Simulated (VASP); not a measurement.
Write the native input for VASP 6.6.1 that does the following.

| Quantity | Value |
| --- | --- |
| Task | single point |
| Functional | PBE |
| Potentials or basis | VASP PAW PBE potentials, release 64 (Zr_sv, Si) |
| Cutoff | 520 eV |
| k mesh | 6 × 6 × 6 |
| Occupations | gaussian, width 0.05 eV |
| Spin | no spin polarisation |
| Dipole correction | no |
| Further INCAR settings | ALGO = Normal; EDIFF = 1e-06; NBANDS = 29 |

The structure of ZrSi2 lies in POSCAR:

```
ZrSi2
1.0
    1.8619606540     -7.3480055833      0.0000000000
    1.8619606540      7.3480055833      0.0000000000
    0.0000000000      0.0000000000      3.6640190884
Zr Si
2 4
Direct
    0.6040000000      0.3960000000      0.2500000000
    0.3960000000      0.6040000000      0.7500000000
    0.9390000000      0.0610000000      0.2500000000
    0.0610000000      0.9390000000      0.7500000000
    0.2500000000      0.7500000000      0.2500000000
    0.7500000000      0.2500000000      0.7500000000
```

These files were run (other wordings do the same):

INCAR

```
SYSTEM = ZrSi2
  PREC = Accurate
  ENCUT = 520
  EDIFF = 1E-6
  ISMEAR = 0
  SIGMA = 0.05
  LREAL = .False.
  LASPH = .True.
  NELM = 80
  ALGO = Normal
  ISIF = 2
  LWAVE = .False.
  LCHARG = .False.
  GGA = PE
  NBANDS = 29
```

KPOINTS

```
Automatic mesh
0
Gamma
  6 6 6
  0 0 0
```

Potentials or basis: VASP PAW PBE potentials, release 64 (Zr_sv, Si).

Command:

```bash
$ cat potpaw_PBE.64/Zr_sv/POTCAR potpaw_PBE.64/Si/POTCAR > POTCAR
$ mpirun -np 1 vasp_std > vasp.out
```

It gave:

```yaml
Pressure: 0.3 GPa
Largest_force: 0.939 eV/Å
Band_gap_on_the_k_mesh: zero (bands 20 and 21 overlap by 0.73 eV)
```

Run time: 9.1 min on 1 thread of Intel Xeon 8259CL, on a shared host, peak memory 0.35 GiB.
